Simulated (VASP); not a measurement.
The system is NaF.

```
Na F
1.0
     2.79349    0.00000    0.00000
     0.00000    2.79349    0.00000
     0.00000    0.00000    2.79349
Na F
1 1
Cartesian
  0.0000 0.0000 0.0000
  1.3967 1.3967 1.3967
```

Base run:

```yaml
Program: VASP 6.6.1
Functional: PBE
Potentials_or_basis: VASP PAW PBE potentials, release 64 (Na_pv, F)
Cutoff: 520 eV
k_mesh: 6 × 6 × 6
Occupations: gaussian, width 0.01 eV
Spin: no spin polarisation
```

Its results: band gap on the k mesh 6.11 eV, indirect (least direct gap 6.45 eV); pressure 4.2 GPa.

**Question.** After a change of settings the same cell gave: band gap on the k mesh 9.07 eV, indirect (least direct gap 9.42 eV); pressure 1.8 GPa. Which change was it?
A. functional from PBE to HSE06
B. functional from PBE to PBE0; further incar settings from ALGO = Normal; EDIFF = 1e-06; NBANDS = 14 to ALGO = Normal; EDIFF = 1e-07; NBANDS = 14
C. functional from PBE to HF
D. functional from PBE to r2SCAN0

**Answer.** B.

Caveats: the PAW data sets were made with another functional, which shifts forces and pressure a little (some runs).
